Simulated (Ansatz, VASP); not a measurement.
# CO in VASP and in Ansatz

```
CELL_PARAMETERS angstrom
15.00000 0.00000 0.00000
0.00000 15.50000 0.00000
0.00000 0.00000 16.00000
ATOMIC_POSITIONS crystal
C 0.50180 0.49905 0.46517
O 0.49820 0.50095 0.53483
```

Alike in both runs: task relaxation of the atoms; functional PBE; dispersion D3(BJ); k mesh 1 × 1 × 1; occupations gaussian, width 0.005 eV; no spin polarisation.

|  | VASP | Ansatz |
| --- | --- | --- |
| version | VASP 6.6.1 | Ansatz 0.2.0 |
| potentials or method | VASP PAW PBE potentials, release 64 (C, O), cutoff 520 eV | scalar-relativistic, plane waves, PAW |
| valence electrons in the cell | 10 | 10 |

|  | VASP | Ansatz | Ansatz less VASP |
| --- | --- | --- | --- |
| gap on the k mesh at the Fermi level, each at its own relaxed structure (eV) | 6.91 | 6.97 | +0.060 |

Noted on VASP's run: the standard files for N, O and F lose accuracy on very short bonds.
